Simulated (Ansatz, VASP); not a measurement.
# Two plane-wave programs on Br

```xyz
2
Lattice="0.0000 3.3077 3.3077 3.3077 0.0000 3.3077 3.3077 3.3077 0.0000" Properties=species:S:1:pos:R:3 pbc="T T T"
Br    3.3077    3.3077    3.3077
Br    4.9615    4.9615    4.9615
```

Alike in both runs: task single point; functional r2SCAN; k mesh 6 × 6 × 6; occupations gaussian, width 0.1 eV; no spin polarisation.

|  | VASP | Ansatz |
| --- | --- | --- |
| version | VASP 6.6.1 | Ansatz 0.2.0 |
| potentials or method | VASP PAW PBE potentials, release 64 (Br), cutoff 520 eV | scalar-relativistic, plane waves, PAW |
| valence electrons in the cell | 14 | 14 |

```csv
,VASP,Ansatz,Ansatz less VASP
gap on the k mesh at the Fermi level (eV),none,none,-
pressure (GPa),3.7,3.7,+0.02
```

VASP's potentials were made for PBE, not for r2SCAN. A gap of «none» marks a metal or a gap that the smearing closes. With one functional, cell and mesh, what is left measures potentials, basis and numerics.
